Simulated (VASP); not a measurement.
# HC4 in VASP: further runs, part 2 of 2

VASP 6.6.1.

## Step 5: Single point, PBE+D3(BJ)

The input, INCAR:

```
SYSTEM = HC4
  PREC = Accurate
  ENCUT = 520
  EDIFF = 1E-7
  ISMEAR = 0
  SIGMA = 0.1
  LREAL = .False.
  LASPH = .True.
  NELM = 60
  ALGO = Normal
  ISIF = 2
  LWAVE = .False.
  LCHARG = .True.
  LDIPOL = .True.
  IDIPOL = 3
  DIPOL = 0.5 0.5 0.245
  GGA = PE
  IVDW = 12
  LELF = .True.
  LVHAR = .True.
  LVACPOTAV = .True.
  NBANDS = 28
```

The input, KPOINTS:

```
Automatic mesh
0
Gamma
  6 6 1
  0 0 0
```

The input, POSCAR:

```
HC4
1.0
    4.9313048819      0.0000000000      0.0000000000
   -2.4656524409      4.2706353015      0.0000000000
    0.0000000000      0.0000000000     18.0000331942
C H
8 2
Direct
    0.3333333333      0.1666666667      0.2222236565
    0.3333333333      0.6666666667      0.2222236565
    0.8333333333      0.1666666667      0.2222236565
    0.8333333333      0.6666666667      0.2222236565
    0.1666666667      0.3333333333      0.2222218124
    0.1666666667      0.8333333333      0.2222218124
    0.6666666667      0.3333333333      0.2222218124
    0.6666666667      0.8333333333      0.2222218124
    0.2572885523      0.1666666667      0.3361123354
    0.4093781144      0.1666666667      0.3361123354
```

Potentials or basis: VASP PAW PBE potentials, release 64 (C, H).

On the command line:

```bash
> cat potpaw_PBE.64/C/POTCAR potpaw_PBE.64/H/POTCAR > POTCAR
> mpirun -np 1 vasp_std > vasp.out
```

OUTCAR:

```text
SYSTEM = HC4
   PREC = Accurate
   ENCUT = 520
   EDIFF = 1E-7
   ISMEAR = 0
   LREAL = .False.
   LASPH = .True.
   NELM = 60
   ISIF = 2
   GGA = PE
   IVDW = 12
 IVDW          = 12

 ion  position               nearest neighbor table
   1  0.333  0.167  0.222-   5 1.42   6 1.42   7 1.42
   2  0.333  0.667  0.222-   6 1.42   5 1.42   8 1.42
   3  0.833  0.167  0.222-   7 1.42   8 1.42   5 1.42
   4  0.833  0.667  0.222-   8 1.42   7 1.42   6 1.42
   5  0.167  0.333  0.222-   1 1.42   2 1.42   3 1.42
   6  0.167  0.833  0.222-   2 1.42   1 1.42   4 1.42
   7  0.667  0.333  0.222-   3 1.42   4 1.42   1 1.42
   8  0.667  0.833  0.222-   4 1.42   3 1.42   2 1.42
   9  0.257  0.167  0.336-  10 0.75
  10  0.409  0.167  0.336-   9 0.75

  LATTYP: Found a hexagonal cell.
 ALAT       =     4.9313048819
 C/A-ratio  =     3.6501562214

  Lattice vectors:

 A1 = (   4.9313048819,   0.0000000000,   0.0000000000)
 A2 = (  -2.4656524409,   4.2706353015,   0.0000000000)
 A3 = (   0.0000000000,   0.0000000000,  18.0000331942)

Analysis of symmetry for initial positions (statically):
=====================================================================
 Subroutine PRICEL returns:
 Original cell was already a primitive cell.

 Routine SETGRP: Setting up the symmetry group for a
 hexagonal supercell.

 Subroutine GETGRP returns: Found  2 space group operations
 (whereof  1 operations were pure point group operations)
 out of a pool of 24 trial point group operations.

The static configuration has the point symmetry C_1 .
 The point group associated with its full space group is C_1h.

Analysis of symmetry for dynamics (positions and initial velocities):
=====================================================================
 Subroutine PRICEL returns:
 Original cell was already a primitive cell.

 Routine SETGRP: Setting up the symmetry group for a
 hexagonal supercell.

 Subroutine GETGRP returns: Found  2 space group operations
 (whereof  1 operations were pure point group operations)
 out of a pool of 24 trial point group operations.

The dynamic configuration has the point symmetry C_1 .
 The point group associated with its full space group is C_1h.

 Subroutine INISYM returns: Found  2 space group operations
 (whereof  1 operations are pure point group operations),
 and found     1 'primitive' translations

----------------------------------------------------------------------------------------

                                     Primitive cell

  volume of cell :     379.0772

  direct lattice vectors                    reciprocal lattice vectors
     4.931304882  0.000000000  0.000000000     0.202786083  0.117078599  0.000000000
    -2.465652441  4.270635301  0.000000000     0.000000000  0.234157199  0.000000000
     0.000000000  0.000000000 18.000033194     0.000000000  0.000000000  0.055555453

  length of vectors
     4.931304882  4.931304882 18.000033194     0.234157199  0.234157199  0.055555453

  position of ions in fractional coordinates (direct lattice)
     0.333333333  0.166666667  0.222223656
     0.333333333  0.666666667  0.222223656
[... 64 lines left out ...]
   number of dos      NEDOS =    301   number of ions     NIONS =     10
   total plane-waves  NPLWV = 224000
   dimension x,y,z NGX =    40 NGY =   40 NGZ =  140
   dimension x,y,z NGXF=    80 NGYF=   80 NGZF=  280
   ions per type =               8   2
   NGX,Y,Z   is equivalent  to a cutoff of  13.48, 13.48, 12.93 a.u.
   NGXF,Y,Z  is equivalent  to a cutoff of  26.97, 26.97, 25.86 a.u.
 SYSTEM =  HC4
   PREC   = accura    normal or accurate (medium, high low for compatibility)
   ISTART =      0    job   : 0-new  1-cont  2-samecut
   ICHARG =      2    charge: 1-file 2-atom 10-const
   ISPIN  =      1    spin polarized calculation?
   LNONCOLLINEAR =      F non collinear calculations
   LSORBIT =      F    spin-orbit coupling
   LASPH  =      T    aspherical Exc in radial PAW
   ENCUT  =  520.0 eV  38.22 Ry    6.18 a.u.   9.17  9.17 33.47*2*pi/ulx,y,z
   NELM   =     60;   NELMIN=  2; NELMDL= -5     # of ELM steps
   EDIFF  = 0.1E-06   stopping-criterion for ELM
   LREAL  =      F    real-space projection
   EDIFFG = 0.1E-05   stopping-criterion for IOM
   NSW    =      0    number of steps for IOM
   IBRION =     -1    ionic relax: 0-MD 1-quasi-New 2-CG
   NFREE  =      0    steps in history (QN), initial steepest desc. (CG)
   ISIF   =      2    stress and relaxation
   ISYM   =      2    0-nonsym 1-usesym 2-fastsym
   POTIM  = 0.5000    time-step for ionic-motion
   TEBEG  =    0.0;   TEEND  =   0.0 temperature during run
   PSTRESS=    0.0 pullay stress
   NELECT =      34.0000    total number of electrons
   NUPDOWN=      -1.0000    fix difference up-down
   EMIN   =  10.00;   EMAX   =-10.00  energy-range for DOS
   EFERMI =   0.00;   METHOD = LEGACY
   ISMEAR =     0;   SIGMA  =   0.10  broadening in eV -4-tet -1-fermi 0-gaus
   EFERMI_NEDOS =   21; number of points for ismear=-14 and -15
   IALGO  =     38    algorithm
   IMIX   =      4    mixing-type and parameters
     AMIX     =   0.40;   BMIX     =  1.00
     AMIX_MAG =   1.60;   BMIX_MAG =  1.00
  volume/ion in A,a.u.               =      37.91       255.81
  Fermi-wavevector in a.u.,A,eV,Ry     =   0.732811  1.384812  7.306489  0.537012
  Thomas-Fermi vector in A             =   1.825366
   LORBIT       =      0    0 simple, 1 ext, 2 COOP (PROOUT), +10 PAW based schemes
   GGA     = PE    functional components
   LHFCALC =     F    Hartree Fock is set to
   AEXX    =    0.0000 exact exchange contribution
   IVDW    =    12    specifies the selected vdW correction
   LEPSILON=     F    determine dielectric tensor
   LRPA    =     F    only Hartree local field effects (RPA)
 non-spin polarized calculation
 Gauss-broadening in eV      SIGMA  =   0.10
  energy-cutoff  :      520.00
  volume of cell :      379.08
 maximum number of plane-waves:     10258
 NGX is ok and might be reduce to    40
   NGX = 19   NGY = 19   NGZ = 67

 dipolmoment           0.000000      0.000000     -0.000345 electrons x Angstroem

 number of electron      33.9999999 magnetization

 dipolmoment           0.000000      0.000000      0.029334 electrons x Angstroem

 Free energy of the ion-electron system (eV)
  ---------------------------------------------------
  ext. energy  EPLUGINS =         0.00000000
  ---------------------------------------------------
  free energy    TOTEN  =       -79.89799966 eV

  energy without entropy =      -79.89277008  energy(sigma->0) =      -79.89538487

 E-fermi :  -2.6487     XC(G=0):  -2.6881

 val. band max:       -2.6913183268   @ k =   0.3333   0.3333   0.0000
 cond. band min:      -2.6061711059   @ k =   0.3333   0.3333   0.0000
 fundamental gap:      0.0851472209
 Fermi energy:        -2.6487447164

 k-point     1 :       0.0000    0.0000    0.0000
  band No.  band energies     occupation
      1     -22.1926      2.00000
      2     -16.9868      2.00000
      3     -16.9277      2.00000
      4     -16.9271      2.00000
      5     -15.9028      2.00000
      6     -15.9027      2.00000
[... 392 lines left out ...]
     27       4.3352      0.00000
     28       4.7084      0.00000

------------------------ aborting loop because EDIFF is reached ----------------------------------------

 Edisp (eV)   -0.82473

 E8    (eV) :    -0.2499

  FORCE on cell =-STRESS in cart. coord.  units (eV):
  Direction    XX          YY          ZZ          XY          YZ          ZX
  --------------------------------------------------------------------------------------
  -------------------------------------------------------------------------------------
  Total      -0.10816     0.11166     4.03572     0.00000     0.02077     0.00000
  in kB      -0.45715     0.47192    17.05706     0.00000     0.08778     0.00000
  external pressure =        5.69 kB  Pullay stress =        0.00 kB

 VOLUME and BASIS-vectors are now :
 -----------------------------------------------------------------------------
  energy-cutoff  :      520.00
  volume of cell :      379.08
      direct lattice vectors                 reciprocal lattice vectors
     4.931304882  0.000000000  0.000000000     0.202786083  0.117078599  0.000000000
    -2.465652441  4.270635301  0.000000000     0.000000000  0.234157199  0.000000000
     0.000000000  0.000000000 18.000033194     0.000000000  0.000000000  0.055555453

 POSITION                                       TOTAL-FORCE (eV/Angst)
 -----------------------------------------------------------------------------------
      1.23283      0.71177      4.00003        -0.000000     -0.019682     -1.155627
     -0.00000      2.84709      4.00003        -0.051670     -0.018954      0.033140
      3.69848      0.71177      4.00003         0.000000      0.045745      0.036539
      2.46565      2.84709      4.00003         0.051670     -0.018954      0.033140
      0.00000      1.42355      4.00000        -0.001940      0.020651     -0.350864
     -1.23283      3.55886      4.00000        -0.000000     -0.024061     -0.364114
      2.46565      1.42355      4.00000         0.001940      0.020651     -0.350864
      1.23283      3.55886      4.00000        -0.000000     -0.015487      0.113839
      0.85783      0.71177      6.05003         0.181863      0.005046      1.002405
      1.60783      0.71177      6.05003        -0.181863      0.005046      1.002405
 -----------------------------------------------------------------------------------
    total drift:                               -0.000000     -0.000007      0.000357

  FREE ENERGIE OF THE ION-ELECTRON SYSTEM (eV)
  ---------------------------------------------------
  free  energy   TOTEN  =       -80.7227332458 eV

  energy  without entropy=      -80.7175036738  energy(sigma->0) =      -80.72011846

 vacuum level on the upper side and lower side of the slab         1.928         1.676
```

Wall time 3.4 min (1 thread of AMD EPYC 7R13 (Zen 3), shared host); peak memory 0.5 GiB.

Results:

```yaml
Free_energy: -80.7227 eV
Largest_force: 1.156 eV/Å
Band_gap_on_the_k_mesh: 0.09 eV
Dispersion_energy_per_atom: -0.082 eV
```

Forces on the atoms (eV/Å):
```
C    0.000 -0.020 -1.156
C   -0.052 -0.019  0.033
C    0.000  0.046  0.037
C    0.052 -0.019  0.033
C   -0.002  0.021 -0.351
C    0.000 -0.024 -0.364
C    0.002  0.021 -0.351
C    0.000 -0.015  0.114
H    0.182  0.005  1.002
H   -0.182  0.005  1.002
```

Levels at points of the mesh, in eV from the valence-band top:
| k point | band 14 | band 15 | band 16 | band 17 | band 18 | band 19 | band 20 | band 21 |
| --- | --- | --- | --- | --- | --- | --- | --- | --- |
| (0.00, 0.00, 0.00) | -3.00 | -2.35 | -2.34 | -2.03 | 1.54 | 1.66 | 1.72 | 3.76 |
| (0.50, 0.00, 0.00) | -5.01 | -4.66 | -2.73 | -2.38 | 2.80 | 2.83 | 4.31 | 5.77 |
| (0.00, 0.50, 0.00) | -5.01 | -4.62 | -2.76 | -2.41 | 2.78 | 2.83 | 4.89 | 5.77 |

## Step 6: The runs side by side

| cell | gap on the mesh (eV) | largest force (eV/Å) |
| --- | --- | --- |
| as given, atomic positions A | none | 0.84 |
| as given, atomic positions B | 0.09 | 24.86 |
| as given, atomic positions C | 0.87 | 3.93 |
| as given, atomic positions D | 0.09 | 1.16 |

Alike in all rows: task single point; level PBE+D3(BJ); potentials or basis VASP PAW PBE potentials, release 64 (C, H); no spin polarisation; k mesh 6 × 6 × 1; cutoff (eV) 520; smearing gaussian 0.1 eV.

Total energies depend on the potentials used, so only differences within one code and one set of settings carry meaning.
